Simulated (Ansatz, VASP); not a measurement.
## Two plane-wave programs on NaMgBr3

Contents of INCAR:

```
PREC = Accurate
ENCUT = 520
EDIFF = 1E-6
ISMEAR = -1
SIGMA = 0.02
LREAL = F
LASPH = T
NELM = 80
ALGO = Normal
ISIF = 2
LWAVE = F
LCHARG = T
GGA = PE
LELF = T
LVHAR = T
NBANDS = 23
```

File KPOINTS:

```
Automatic mesh
0
Gamma
  6 6 6
```

Contents of POSCAR:

```
NaMgBr3
1.0
    5.3214911016      0.0000000000      0.0000000000
    0.0000000000      5.2688030709      0.0000000000
    0.0000000000      0.0000000000      5.2688030709
Na Mg Br
1 1 3
Direct
    0.0000000000      0.0000000000      0.0000000000
    0.5000000000      0.5000000000      0.5000000000
    0.5000000000      0.5000000000      0.0000000000
    0.5000000000      0.0000000000      0.5000000000
    0.0000000000      0.5000000000      0.5000000000
```

Input for Ansatz:

```yaml
crystal:
  lattice:
    - [5.3214911016, 0.0, 0.0]
    - [0.0, 5.2688030709, 0.0]
    - [0.0, 0.0, 5.2688030709]
  atoms:
    - { symbol: Na, position: [0.0, 0.0, 0.0] }
    - { symbol: Mg, position: [0.5, 0.5, 0.5] }
    - { symbol: Br, position: [0.5, 0.5, 0.0] }
    - { symbol: Br, position: [0.5, 0.0, 0.5] }
    - { symbol: Br, position: [0.0, 0.5, 0.5] }
kpoints:
  mp_grid: { grid: [6, 6, 6] }
  band_path:
    path: [[0.0, 0.0, 0.0], [0.0, 0.5, 0.0], [0.5, 0.5, 0.0], [0.5, 0.5, 0.5]]
    npoints: 1
hamiltonian:
  xc: pbe
scf:
  occupations: { method: fermi_dirac, width: 0.02 }
  n_extra_bands: 5
output:
  forces: true
  stress: true
  eigenvalues: true
  write_density: true
  write_potential: true
  elf: true
  volumetric_format: npy
```

Change from the starting cell: uniaxial_x strain +1.0%.

Alike in both runs: task single point; functional PBE; k mesh 6 × 6 × 6; occupations fermi-dirac, width 0.02 eV; no spin polarisation.

|  | VASP | Ansatz |
| --- | --- | --- |
| version | VASP 6.6.1 | Ansatz 0.2.0 |
| potentials or method | VASP PAW PBE potentials, release 64 (Na_pv, Mg, Br) | plane waves, PAW |
| plane-wave cutoff (eV) | 520 | 420 |
| valence electrons in the cell | 30 | 40 |

Ansatz gave:

```
gap on the k mesh at the Fermi level (eV)                     : 2.80
pressure (GPa)                                                : 0.4
traceless stress, the component that is largest in VASP (GPa) : -0.21
```

Question: What did VASP give for the same quantities?

Answer: gap on the k mesh at the Fermi level (eV): 2.77; pressure (GPa): 0.3; traceless stress, the component that is largest in VASP (GPa): -0.21.

With one functional, cell and mesh, what is left measures potentials, basis and numerics. VASP's potentials hold 30 valence electrons a cell and Ansatz's 40, so a difference there can come from the potentials and not from the codes.
